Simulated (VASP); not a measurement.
Here is a VASP 6.6.1 calculation.

INCAR

```
PREC = Accurate
ENCUT = 520
EDIFF = 1E-7
ISMEAR = -1
SIGMA = 0.1
LREAL = False
LASPH = True
NELM = 100
ALGO = Normal
ISIF = 2
LWAVE = False
LCHARG = False
GGA = PS
NBANDS = 19
```

File KPOINTS:

```
regular mesh
0
Gamma
  12 12 12
```

File POSCAR:

```
BiIr
1.0
    0.0000000000      2.8532032803      2.8532032803
    2.8532032803      0.0000000000      2.8532032803
    2.8532032803      2.8532032803      0.0000000000
Ir Bi
1 1
Direct
    0.0000000000      0.0000000000      0.0000000000
    0.2500000000      0.2500000000      0.2500000000
```

Potentials or basis: VASP PAW PBE potentials, release 64 (Ir, Bi_d).

Launch:

```console
$ cat potpaw_PBE.64/Ir/POTCAR potpaw_PBE.64/Bi_d/POTCAR > POTCAR
$ mpirun -np 1 vasp_std > vasp.out
```

What does it give for the band gap on the k mesh?

Zero (band 12 reaches 10.98 eV, above the bottom of band 13 at 6.76 eV).

What does it give for the pressure?

26.7 GPa.

Caveat: the PAW data sets were made with another functional, which shifts forces and pressure a little; spin-orbit coupling is left out, which moves the levels of the heavy elements.
